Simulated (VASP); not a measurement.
# Cr (Im-3m) in VASP: further runs, part 3 of 3

VASP 6.6.1. The steps go on from the part before.

### Step 4. Single point, LDA

Input file INCAR:

```
PREC = Accurate ; ENCUT = 500
EDIFF = 1E-6 ; ISMEAR = 0
SIGMA = 1.0 ; LREAL = False
LASPH = True ; NELM = 120
ALGO = Normal ; ISIF = 2
LWAVE = False ; LCHARG = False
NBANDS = 12 ; GGA_COMPAT = False
```

Input file KPOINTS:

```
regular mesh
0
Gamma
  16 16 16
```

Input file POSCAR:

```
Cr
1.0
   -1.3942485114      1.3942485114      1.3942485114
    1.3942485114     -1.3942485114      1.3942485114
    1.3942485114      1.3942485114     -1.3942485114
Cr
1
Direct
    0.0000000000      0.0000000000      0.0000000000
```

Potentials or basis: VASP PAW LDA potentials, release 64 (Cr_pv).

On the command line:

```console
$ cat potpaw_LDA.64/Cr_pv/POTCAR > POTCAR
$ mpirun -np 1 vasp_std > vasp.out
```

OUTCAR:

```text
PREC = Accurate
   ENCUT = 500
   EDIFF = 1E-6
   ISMEAR = 0
   LREAL = False
   LASPH = True
   NELM = 120
   ISIF = 2

 ion  position               nearest neighbor table
   1  0.000  0.000  0.000-

  LATTYP: Found a body centered cubic cell.
 ALAT       =     2.7884970228

  Lattice vectors:

 A1 = (  -1.3942485114,   1.3942485114,   1.3942485114)
 A2 = (   1.3942485114,  -1.3942485114,   1.3942485114)
 A3 = (   1.3942485114,   1.3942485114,  -1.3942485114)

Analysis of symmetry for initial positions (statically):
=====================================================================
 Subroutine PRICEL returns:
 Original cell was already a primitive cell.

 Routine SETGRP: Setting up the symmetry group for a
 body centered cubic supercell.

 Subroutine GETGRP returns: Found 48 space group operations
 (whereof 48 operations were pure point group operations)
 out of a pool of 48 trial point group operations.

The static configuration has the point symmetry O_h .

Analysis of symmetry for dynamics (positions and initial velocities):
=====================================================================
 Subroutine PRICEL returns:
 Original cell was already a primitive cell.

 Routine SETGRP: Setting up the symmetry group for a
 body centered cubic supercell.

 Subroutine GETGRP returns: Found 48 space group operations
 (whereof 48 operations were pure point group operations)
 out of a pool of 48 trial point group operations.

The dynamic configuration has the point symmetry O_h .

 Subroutine INISYM returns: Found 48 space group operations
 (whereof 48 operations are pure point group operations),
 and found     1 'primitive' translations

----------------------------------------------------------------------------------------

                                     Primitive cell

  volume of cell :      10.8413

  direct lattice vectors                    reciprocal lattice vectors
    -1.394248511  1.394248511  1.394248511     0.000000000  0.358616126  0.358616126
     1.394248511 -1.394248511  1.394248511     0.358616126  0.000000000  0.358616126
     1.394248511  1.394248511 -1.394248511     0.358616126  0.358616126  0.000000000

  length of vectors
     2.414909260  2.414909260  2.414909260     0.507159789  0.507159789  0.507159789

  position of ions in fractional coordinates (direct lattice)
     0.000000000  0.000000000  0.000000000

  ion indices of the primitive-cell ions
   primitive index   ion index
                 1           1

----------------------------------------------------------------------------------------

 KPOINTS: regular mesh

Automatic generation of k-mesh.
 Grid dimensions read from file:
 generate k-points for:   16   16   16

 Generating k-lattice:

  Cartesian coordinates                     Fractional coordinates (reciprocal lattice)
     0.000000000  0.022413508  0.022413508     0.062500000  0.000000000  0.000000000
     0.022413508  0.000000000  0.022413508     0.000000000  0.062500000  0.000000000
     0.022413508  0.022413508  0.000000000     0.000000000  0.000000000  0.062500000

  Length of vectors
     0.031697487  0.031697487  0.031697487

  Shift w.r.t. Gamma in fractional coordinates (k-lattice)
     0.000000000  0.000000000  0.000000000

 Subroutine IBZKPT returns following result:
 ===========================================

 Found    145 irreducible k-points:

 Following reciprocal coordinates:
            Coordinates               Weight
  0.000000  0.000000  0.000000      1.000000
  0.062500  0.000000  0.000000     12.000000
  0.125000  0.000000  0.000000     12.000000
  0.187500  0.000000  0.000000     12.000000
  0.250000  0.000000  0.000000     12.000000
  0.312500  0.000000  0.000000     12.000000
[... 16 lines left out ...]
  0.187500  0.187500  0.000000     24.000000
  0.250000  0.187500  0.000000     48.000000
 [... further k-points ...]
   k-points           NKPTS =    145   k-points in BZ     NKDIM =    145   number of bands    NBANDS=     12
   number of dos      NEDOS =    301   number of ions     NIONS =      1
   total plane-waves  NPLWV =   5832
   dimension x,y,z NGX =    18 NGY =   18 NGZ =   18
   dimension x,y,z NGXF=    36 NGYF=   36 NGZF=   36
   ions per type =               1
   NGX,Y,Z   is equivalent  to a cutoff of  12.39, 12.39, 12.39 a.u.
   NGXF,Y,Z  is equivalent  to a cutoff of  24.78, 24.78, 24.78 a.u.
 SYSTEM =  unknown system
   PREC   = accura    normal or accurate (medium, high low for compatibility)
   ISTART =      0    job   : 0-new  1-cont  2-samecut
   ICHARG =      2    charge: 1-file 2-atom 10-const
   ISPIN  =      1    spin polarized calculation?
   LNONCOLLINEAR =      F non collinear calculations
   LSORBIT =      F    spin-orbit coupling
   LASPH  =      T    aspherical Exc in radial PAW
   ENCUT  =  500.0 eV  36.75 Ry    6.06 a.u.   4.40  4.40  4.40*2*pi/ulx,y,z
   NELM   =    120;   NELMIN=  2; NELMDL= -5     # of ELM steps
   EDIFF  = 0.1E-05   stopping-criterion for ELM
   LREAL  =      F    real-space projection
   EDIFFG = 0.1E-04   stopping-criterion for IOM
   NSW    =      0    number of steps for IOM
   IBRION =     -1    ionic relax: 0-MD 1-quasi-New 2-CG
   NFREE  =      0    steps in history (QN), initial steepest desc. (CG)
   ISIF   =      2    stress and relaxation
   ISYM   =      2    0-nonsym 1-usesym 2-fastsym
   POTIM  = 0.5000    time-step for ionic-motion
   TEBEG  =    0.0;   TEEND  =   0.0 temperature during run
   PSTRESS=    0.0 pullay stress
   NELECT =      12.0000    total number of electrons
   NUPDOWN=      -1.0000    fix difference up-down
   EMIN   =  10.00;   EMAX   =-10.00  energy-range for DOS
   EFERMI =   0.00;   METHOD = LEGACY
   ISMEAR =     0;   SIGMA  =   1.00  broadening in eV -4-tet -1-fermi 0-gaus
   EFERMI_NEDOS =   21; number of points for ismear=-14 and -15
   IALGO  =     38    algorithm
   IMIX   =      4    mixing-type and parameters
     AMIX     =   0.40;   BMIX     =  1.00
     AMIX_MAG =   1.60;   BMIX_MAG =  1.00
  volume/ion in A,a.u.               =      10.84        73.16
  Fermi-wavevector in a.u.,A,eV,Ry     =   1.693460  3.200176 39.018901  2.867808
  Thomas-Fermi vector in A             =   2.774862
   LORBIT       =      0    0 simple, 1 ext, 2 COOP (PROOUT), +10 PAW based schemes
   GGA     = CA    functional components
   LHFCALC =     F    Hartree Fock is set to
   AEXX    =    0.0000 exact exchange contribution
   IVDW    =     0    specifies the selected vdW correction
   LEPSILON=     F    determine dielectric tensor
   LRPA    =     F    only Hartree local field effects (RPA)
 non-spin polarized calculation
 Gauss-broadening in eV      SIGMA  =   1.00
  energy-cutoff  :      500.00
  volume of cell :       10.84
 maximum number of plane-waves:       285
 NGX is ok and might be reduce to    18
   NGX =  9   NGY =  9   NGZ =  9

 number of electron      12.0000011 magnetization

 Free energy of the ion-electron system (eV)
  ---------------------------------------------------
  ext. energy  EPLUGINS =         0.00000000
  ---------------------------------------------------
  free energy    TOTEN  =       -10.84044738 eV

  energy without entropy =      -10.33903567  energy(sigma->0) =      -10.58974152

 E-fermi :  11.6501     XC(G=0): -14.3688

 val. band max:       11.6423946656   @ k =  -0.1875   0.1875   0.1250
 cond. band min:      11.6607599015   @ k =  -0.1250   0.1875   0.0625
 fundamental gap:      0.0183652359
 Fermi energy:        11.6501142652

 k-point     1 :       0.0000    0.0000    0.0000
  band No.  band energies     occupation
      1     -30.4085      2.00000
      2     -30.4085      2.00000
      3     -30.4085      2.00000
      4       3.7292      2.00000
      5      10.7958      1.77301
      6      10.7958      1.77301
      7      10.7958      1.77301
      8      12.9910      0.05791
      9      12.9910      0.05791
     10      17.2558      0.00000
     11      34.5448      0.00000
     12      34.5448      0.00000

 k-point     2 :       0.0625    0.0000    0.0000
  band No.  band energies     occupation
      1     -30.4554      2.00000
      2     -30.4227      2.00000
      3     -30.4091      2.00000
      4       3.9116      2.00000
      5      10.7218      1.81077
      6      10.7834      1.77969
      7      10.9242      1.69538
      8      12.9073      0.07542
      9      12.9961      0.05698
     10      17.2555      0.00000
     11      34.2062      0.00000
     12      34.5140      0.00000
[... 316 lines left out ...]
 k-point    24 :       0.2500    0.1875    0.0000
  band No.  band energies     occupation
      1     -31.3136      2.00000
      2     -30.7744      2.00000
      3     -30.5064      2.00000
      4       7.8346      2.00000
      5       9.3544      1.99883
      6      10.0645      1.97506
      7      12.6382      0.16231
      8      13.4964      0.00903
      9      15.3510      0.00000
     10      17.2551      0.00000
     11      26.3291      0.00000
     12      27.9454      0.00000

 [... further k-points ...]
[... 5 lines left out ...]
  --------------------------------------------------------------------------------------
  -------------------------------------------------------------------------------------
  Total        0.2999512      0.2999512      0.2999512     -0.0000000     -0.0000000      0.0000000
  in kB       44.3282500     44.3282500     44.3282500     -0.0000000     -0.0000000      0.0000000
  external PRESSURE =      44.3282500 kB  Pullay stress =       0.0000000 kB

 VOLUME and BASIS-vectors are now :
 -----------------------------------------------------------------------------
  energy-cutoff  :      500.00
  volume of cell :       10.84
      direct lattice vectors                 reciprocal lattice vectors
    -1.394248511  1.394248511  1.394248511     0.000000000  0.358616126  0.358616126
     1.394248511 -1.394248511  1.394248511     0.358616126  0.000000000  0.358616126
     1.394248511  1.394248511 -1.394248511     0.358616126  0.358616126  0.000000000

 POSITION                                       TOTAL-FORCE (eV/Angst)
 -----------------------------------------------------------------------------------
      0.00000      0.00000      0.00000        -0.000000     -0.000000      0.000000
 -----------------------------------------------------------------------------------
    total drift:                                0.000000     -0.000000      0.000000

  FREE ENERGIE OF THE ION-ELECTRON SYSTEM (eV)
  ---------------------------------------------------
  free  energy   TOTEN  =       -10.8404473765 eV

  energy  without entropy=      -10.3390356686  energy(sigma->0) =      -10.58974152
```

stdout:

```text
POSCAR found type information on POSCAR Cr
 POSCAR found :  1 types and       1 ions
 scaLAPACK will be used
 LDA part: xc-table for (Slater(with rela. corr.)+CA(PZ))
 , standard interpolation
 POSCAR, INCAR and KPOINTS ok, starting setup
 FFT: planning ... GRIDC
 FFT: planning ... GRID_SOFT
 FFT: planning ... GRID
 WAVECAR not read
 entering main loop
```

It took 23 s on 1 thread of AMD EPYC 7R13, shared host; peak memory 0.09 GiB.

Results:

| Property | Result |
| --- | --- |
| Free energy | -10.8404 eV |
| Pressure | 4.4 GPa |
| Band gap on the k mesh | zero (bands 6 and 7 overlap by 3.72 eV) |

Caveat: the cell stands under pressure; so wide a smearing shifts energies and pressures; an empty level that is flat over the whole mesh can mark a ghost state of the potentials, or a narrow d or f band; the run has no spin polarisation, though such a crystal can be magnetic. Spin polarisation is off, so any magnetic state and its effect on volume and gap are missing.

### Step 5. Summary

```csv
smearing,gap on the mesh (eV),pressure (GPa)
gaussian 0.3 eV,none,0.1
gaussian 0.6 eV,none,1.0
gaussian 1 eV,none,4.4
```

Alike in all rows: task single point; level LDA; potentials or basis VASP PAW LDA potentials, release 64 (Cr_pv); no spin polarisation; cell as given; k mesh 16 × 16 × 16; cutoff (eV) 500.

Caveats: so wide a smearing shifts energies and pressures; an empty level that is flat over the whole mesh can mark a ghost state of the potentials, or a narrow d or f band; the run has no spin polarisation, though such a crystal can be magnetic; the cell stands under pressure (at least some runs).

Total energies depend on the potentials used, so only differences within one code and one set of settings carry meaning.
